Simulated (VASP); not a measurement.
# SnTe (P6_3/mmc) in VASP: further runs

Runs on SnTe. Level: r2SCAN. Tasks: single point.

Everything below comes from runs of VASP 6.6.1. Logs are shortened: lines on timing, memory, paths and dates and some standing lists are left out, and cuts for length are marked.

### 1 The cell of the first run

Symmetry: P6_3/mmc, No. 194, hexagonal system. Conventional cell: a = 5.388 Å, b = 5.388 Å, c = 6.424 Å, α = 90.00°, β = 90.00°, γ = 120.00°. Within 4.1 Å of Sn (site symmetry -6m2) lie 5 Te at 3.11 to 3.21 Å. Te (site symmetry -6m2) has 5 Sn at 3.11 to 3.21 Å within 4.1 Å.

### 2 Single point, r2SCAN

File POSCAR:

```
SnTe
1.0
    5.3879010621      0.0000000000      0.0000000000
   -2.6939505310      4.6660591928      0.0000000000
    0.0000000000      0.0000000000      6.4239308240
Sn Te
2 2
Direct
    0.3333333333      0.6666666667      0.2500000000
    0.6666666667      0.3333333333      0.7500000000
    0.6666666667      0.3333333333      0.2500000000
    0.3333333333      0.6666666667      0.7500000000
```

File INCAR.step1:

```
SYSTEM = SnTe
PREC     = Accurate       ! precision mode
ENCUT    = 520            ! plane-wave cutoff, eV
ISMEAR   = 0              ! smearing method
SIGMA    = 0.01           ! smearing width, eV
LREAL    = .False.        ! projectors in reciprocal space
LASPH    = .True.         ! aspherical terms in the spheres
NELM     = 60             ! most SCF steps
NBANDS   = 28             ! bands
GGA      = PE             ! functional
ALGO     = Normal         ! electronic algorithm
EDIFF    = 1E-4           ! SCF threshold, eV
LWAVE    = .True.         ! write WAVECAR
LCHARG   = .False.        ! write CHGCAR
```

File INCAR.step2:

```
SYSTEM = SnTe
PREC     = Accurate       ! precision mode
ENCUT    = 520            ! plane-wave cutoff, eV
EDIFF    = 1E-7           ! SCF threshold, eV
ISMEAR   = 0              ! smearing method
SIGMA    = 0.01           ! smearing width, eV
LREAL    = .False.        ! projectors in reciprocal space
LASPH    = .True.         ! aspherical terms in the spheres
NELM     = 60             ! most SCF steps
ALGO     = Normal         ! electronic algorithm
ISIF     = 2              ! what is computed and relaxed
LWAVE    = .False.        ! write WAVECAR
LCHARG   = .False.        ! write CHGCAR
METAGGA  = R2SCAN         ! meta-GGA
LMIXTAU  = .True.       
NBANDS   = 28             ! bands
ISTART   = 1
```

File KPOINTS:

```
Automatic mesh
0
Gamma
  6 6 4
  0 0 0
```

Potentials or basis: VASP PAW PBE potentials, release 64 (Sn_d, Te).

The run is started by

```
$ cat potpaw_PBE.64/Sn_d/POTCAR potpaw_PBE.64/Te/POTCAR > POTCAR
$ cp INCAR.step1 INCAR
$ mpirun -np 1 vasp_std > vasp.out
$ cp INCAR.step2 INCAR
$ mpirun -np 1 vasp_std > vasp.out
```

OUTCAR:

```text
SYSTEM = SnTe
   PREC = Accurate
   ENCUT = 520
   EDIFF = 1E-7
   ISMEAR = 0
   LREAL = .False.
   LASPH = .True.
   NELM = 60
   ISIF = 2
   METAGGA = R2SCAN
   ISTART = 1

 ion  position               nearest neighbor table
   1  0.333  0.667  0.250-   3 3.11   3 3.11   3 3.11   4 3.21   4 3.21
   2  0.667  0.333  0.750-   4 3.11   4 3.11   4 3.11   3 3.21   3 3.21
   3  0.667  0.333  0.250-   1 3.11   1 3.11   1 3.11   2 3.21   2 3.21
   4  0.333  0.667  0.750-   2 3.11   2 3.11   2 3.11   1 3.21   1 3.21

  LATTYP: Found a hexagonal cell.
 ALAT       =     5.3879010621
 C/A-ratio  =     1.1922881935

  Lattice vectors:

 A1 = (   5.3879010621,   0.0000000000,   0.0000000000)
 A2 = (  -2.6939505310,   4.6660591928,   0.0000000000)
 A3 = (   0.0000000000,   0.0000000000,   6.4239308240)

Analysis of symmetry for initial positions (statically):
=====================================================================
 Subroutine PRICEL returns:
 Original cell was already a primitive cell.

 Routine SETGRP: Setting up the symmetry group for a
 hexagonal supercell.

 Subroutine GETGRP returns: Found 24 space group operations
 (whereof 12 operations were pure point group operations)
 out of a pool of 24 trial point group operations.

The static configuration has the point symmetry D_3d.
 The point group associated with its full space group is D_6h.

Analysis of symmetry for dynamics (positions and initial velocities):
=====================================================================
 Subroutine PRICEL returns:
 Original cell was already a primitive cell.

 Routine SETGRP: Setting up the symmetry group for a
 hexagonal supercell.

 Subroutine GETGRP returns: Found 24 space group operations
 (whereof 12 operations were pure point group operations)
 out of a pool of 24 trial point group operations.

The dynamic configuration has the point symmetry D_3d.
 The point group associated with its full space group is D_6h.

 Subroutine INISYM returns: Found 24 space group operations
 (whereof 12 operations are pure point group operations),
 and found     1 'primitive' translations

----------------------------------------------------------------------------------------

                                     Primitive cell

  volume of cell :     161.4993

  direct lattice vectors                    reciprocal lattice vectors
     5.387901062  0.000000000  0.000000000     0.185601032  0.107156806  0.000000000
    -2.693950531  4.666059193  0.000000000     0.000000000  0.214313612  0.000000000
     0.000000000  0.000000000  6.423930824     0.000000000  0.000000000  0.155667928

  length of vectors
     5.387901062  5.387901062  6.423930824     0.214313612  0.214313612  0.155667928

  position of ions in fractional coordinates (direct lattice)
     0.333333333  0.666666667  0.250000000
     0.666666667  0.333333333  0.750000000
     0.666666667  0.333333333  0.250000000
     0.333333333  0.666666667  0.750000000

  ion indices of the primitive-cell ions
   primitive index   ion index
                 1           1
                 2           2
                 3           3
                 4           4

----------------------------------------------------------------------------------------

 KPOINTS: Automatic mesh

Automatic generation of k-mesh.
 Grid dimensions read from file:
 generate k-points for:    6    6    4

 Generating k-lattice:

  Cartesian coordinates                     Fractional coordinates (reciprocal lattice)
     0.030933505  0.017859468  0.000000000     0.166666667  0.000000000  0.000000000
     0.000000000  0.035718935  0.000000000     0.000000000  0.166666667  0.000000000
     0.000000000  0.000000000  0.038916982     0.000000000  0.000000000  0.250000000

  Length of vectors
     0.035718935  0.035718935  0.038916982

  Shift w.r.t. Gamma in fractional coordinates (k-lattice)
     0.000000000  0.000000000  0.000000000

 Subroutine IBZKPT returns following result:
 ===========================================

 Found     21 irreducible k-points:

 Following reciprocal coordinates:
            Coordinates               Weight
  0.000000  0.000000  0.000000      1.000000
  0.166667  0.000000  0.000000      6.000000
  0.333333  0.000000  0.000000      6.000000
  0.500000  0.000000  0.000000      3.000000
  0.166667  0.166667  0.000000      6.000000
  0.333333  0.166667  0.000000     12.000000
[... 13 lines left out ...]
  0.333333  0.166667  0.500000     12.000000
  0.333333  0.333333  0.500000      2.000000
   k-points           NKPTS =     21   k-points in BZ     NKDIM =     21   number of bands    NBANDS=     28
   number of dos      NEDOS =    301   number of ions     NIONS =      4
   total plane-waves  NPLWV =  76800
   dimension x,y,z NGX =    40 NGY =   40 NGZ =   48
   dimension x,y,z NGXF=    80 NGYF=   80 NGZF=   96
   ions per type =               2   2
   NGX,Y,Z   is equivalent  to a cutoff of  12.34, 12.34, 12.42 a.u.
   NGXF,Y,Z  is equivalent  to a cutoff of  24.68, 24.68, 24.84 a.u.
 SYSTEM =  SnTe
   PREC   = accura    normal or accurate (medium, high low for compatibility)
   ISTART =      1    job   : 0-new  1-cont  2-samecut
   ICHARG =      0    charge: 1-file 2-atom 10-const
   ISPIN  =      1    spin polarized calculation?
   LNONCOLLINEAR =      F non collinear calculations
   LSORBIT =      F    spin-orbit coupling
   LASPH  =      T    aspherical Exc in radial PAW
   ENCUT  =  520.0 eV  38.22 Ry    6.18 a.u.  10.02 10.02 11.94*2*pi/ulx,y,z
   NELM   =     60;   NELMIN=  2; NELMDL=  0     # of ELM steps
   EDIFF  = 0.1E-06   stopping-criterion for ELM
   LREAL  =      F    real-space projection
   EDIFFG = 0.1E-05   stopping-criterion for IOM
   NSW    =      0    number of steps for IOM
   IBRION =     -1    ionic relax: 0-MD 1-quasi-New 2-CG
   NFREE  =      0    steps in history (QN), initial steepest desc. (CG)
   ISIF   =      2    stress and relaxation
   ISYM   =      2    0-nonsym 1-usesym 2-fastsym
   POTIM  = 0.5000    time-step for ionic-motion
   TEBEG  =    0.0;   TEEND  =   0.0 temperature during run
   PSTRESS=    0.0 pullay stress
   NELECT =      40.0000    total number of electrons
   NUPDOWN=      -1.0000    fix difference up-down
   EMIN   =  10.00;   EMAX   =-10.00  energy-range for DOS
   EFERMI =   0.00;   METHOD = LEGACY
   ISMEAR =     0;   SIGMA  =   0.01  broadening in eV -4-tet -1-fermi 0-gaus
   EFERMI_NEDOS =   21; number of points for ismear=-14 and -15
   IALGO  =     38    algorithm
   IMIX   =      4    mixing-type and parameters
     AMIX     =   0.40;   BMIX     =  1.00
     AMIX_MAG =   1.60;   BMIX_MAG =  1.00
  volume/ion in A,a.u.               =      40.37       272.46
  Fermi-wavevector in a.u.,A,eV,Ry     =   1.028106  1.942839 14.381387  1.057002
  Thomas-Fermi vector in A             =   2.162085
   LORBIT       =      0    0 simple, 1 ext, 2 COOP (PROOUT), +10 PAW based schemes
   METAGGA = R2SCAN    functional components
   LHFCALC =     F    Hartree Fock is set to
   AEXX    =    0.0000 exact exchange contribution
   IVDW    =     0    specifies the selected vdW correction
   LEPSILON=     F    determine dielectric tensor
   LRPA    =     F    only Hartree local field effects (RPA)
 non-spin polarized calculation
 Gauss-broadening in eV      SIGMA  =   0.01
  energy-cutoff  :      520.00
  volume of cell :      161.50
 maximum number of plane-waves:      4374
   NGX = 21   NGY = 21   NGZ = 23

 number of electron      40.0000024 magnetization

 Free energy of the ion-electron system (eV)
  ---------------------------------------------------
  ext. energy  EPLUGINS =         0.00000000
  ---------------------------------------------------
  free energy    TOTEN  =      -100.76560190 eV

  energy without entropy =     -100.76560190  energy(sigma->0) =     -100.76560190

 E-fermi :   4.4952     XC(G=0):  -8.6343

 val. band max:        4.4487729987   @ k =   0.3333   0.3333   0.5000
 cond. band min:       4.9581686714   @ k =   0.1667   0.0000   0.0000
 fundamental gap:      0.5093956727
 Fermi energy:         4.4952434981

 k-point     1 :       0.0000    0.0000    0.0000
  band No.  band energies     occupation
      1     -18.2107      2.00000
      2     -18.2107      2.00000
      3     -18.2103      2.00000
      4     -18.2103      2.00000
      5     -18.2096      2.00000
      6     -18.1956      2.00000
[... 20 lines left out ...]
     27       9.4089      0.00000
     28       9.4089      0.00000

 k-point     2 :       0.1667    0.0000    0.0000
  band No.  band energies     occupation
      1     -18.2134      2.00000
      2     -18.2107      2.00000
      3     -18.2106      2.00000
      4     -18.2095      2.00000
      5     -18.2061      2.00000
      6     -18.1958      2.00000
[... 20 lines left out ...]
     27       9.1691      0.00000
     28       9.3777      0.00000

 k-point     3 :       0.3333    0.0000    0.0000
  band No.  band energies     occupation
      1     -18.2152      2.00000
      2     -18.2115      2.00000
      3     -18.2100      2.00000
      4     -18.2082      2.00000
      5     -18.2021      2.00000
      6     -18.1964      2.00000
[... 20 lines left out ...]
     27       9.0155      0.00000
     28       9.9616      0.00000

 k-point     4 :       0.5000    0.0000    0.0000
  band No.  band energies     occupation
      1     -18.2158      2.00000
      2     -18.2119      2.00000
      3     -18.2097      2.00000
      4     -18.2076      2.00000
      5     -18.1999      2.00000
      6     -18.1973      2.00000
[... 485 lines left out ...]
     27      10.5445      0.00000
     28      10.5445      0.00000

 k-point    20 :       0.3333    0.1667    0.5000
  band No.  band energies     occupation
      1     -18.2117      2.00000
      2     -18.2117      2.00000
      3     -18.2090      2.00000
      4     -18.2090      2.00000
      5     -18.2006      2.00000
      6     -18.2006      2.00000
[... 20 lines left out ...]
     27       9.5997      0.00000
     28       9.5997      0.00000

 k-point    21 :       0.3333    0.3333    0.5000
  band No.  band energies     occupation
      1     -18.2117      2.00000
      2     -18.2117      2.00000
      3     -18.2087      2.00000
      4     -18.2087      2.00000
      5     -18.2006      2.00000
      6     -18.2006      2.00000
[... 20 lines left out ...]
     27       9.4599      0.00000
     28       9.4599      0.00000

------------------------ aborting loop because EDIFF is reached ----------------------------------------

  FORCE on cell =-STRESS in cart. coord.  units (eV):
  Direction    XX          YY          ZZ          XY          YZ          ZX
  --------------------------------------------------------------------------------------
  -------------------------------------------------------------------------------------
  Total       -0.0091086     -0.0091086     -0.0104293     -0.0000000     -0.0000000      0.0000000
  in kB       -0.0903635     -0.0903635     -0.1034652     -0.0000000     -0.0000000      0.0000000
  external PRESSURE =      -0.0947307 kB  Pullay stress =       0.0000000 kB

 VOLUME and BASIS-vectors are now :
 -----------------------------------------------------------------------------
  energy-cutoff  :      520.00
  volume of cell :      161.50
      direct lattice vectors                 reciprocal lattice vectors
     5.387901062  0.000000000  0.000000000     0.185601032  0.107156806  0.000000000
    -2.693950531  4.666059193  0.000000000     0.000000000  0.214313612  0.000000000
     0.000000000  0.000000000  6.423930824     0.000000000  0.000000000  0.155667928

 POSITION                                       TOTAL-FORCE (eV/Angst)
 -----------------------------------------------------------------------------------
     -0.00000      3.11071      1.60598         0.000000      0.000000     -0.000000
      2.69395      1.55535      4.81795        -0.000000     -0.000000     -0.000000
      2.69395      1.55535      1.60598        -0.000000     -0.000000      0.000000
     -0.00000      3.11071      4.81795        -0.000000      0.000000      0.000000
 -----------------------------------------------------------------------------------
    total drift:                               -0.000000      0.000000     -0.000000

  FREE ENERGIE OF THE ION-ELECTRON SYSTEM (eV)
  ---------------------------------------------------
  free  energy   TOTEN  =      -100.7656019048 eV

  energy  without entropy=     -100.7656019048  energy(sigma->0) =     -100.76560190
```

It took 2.6 min on 1 thread of Intel Xeon 6975P-C (Granite Rapids), shared host; peak memory 0.34 GiB.

What came out:

```
Free energy            : -100.7656 eV
Pressure               : 0.0 GPa
Band gap on the k mesh : 0.51 eV (least direct gap 0.53 eV)
```

Caveat: the PAW data sets were made with another functional, which shifts forces and pressure a little; spin-orbit coupling is left out, which moves the levels of the heavy elements.

(Continued in part 2 of 2.)
